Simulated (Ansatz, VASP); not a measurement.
One calculation of Te4W, two programs

```
Te W
1.0
     0.00000    4.35720    4.35720
     4.35720    0.00000    4.35720
     4.35720    4.35720    0.00000
Te W
4 1
Direct
  0.37563 0.87312 0.37563
  0.37563 0.37563 0.37563
  0.87312 0.37563 0.37563
  0.37563 0.37563 0.87312
  0.75000 0.75000 0.75000
```

Alike in both runs: functional PBE; k mesh 8 × 8 × 8; occupations gaussian, width 0.1 eV; no spin polarisation.

Ansatz relaxed the structure, and its values are those at the end. VASP's run is a single point on that final structure, the one shown.

|  | VASP | Ansatz |
| --- | --- | --- |
| version | VASP 6.6.1 | Ansatz 0.2.0 |
| potentials or method | VASP PAW PBE potentials, release 64 (Te, W_sv), cutoff 520 eV | scalar-relativistic, plane waves, PAW |
| valence electrons in the cell | 38 | 78 |

```tsv
	VASP	Ansatz	Ansatz less VASP
gap on the k mesh at the Fermi level (eV)	none	none	-
pressure (GPa)	0.0	0.0	+0.04
```

A gap of «none» marks a metal or a gap that the smearing closes. VASP's potentials hold 38 valence electrons a cell and Ansatz's 78, so a difference there can come from the potentials and not from the codes.

Spin-orbit coupling is off throughout.
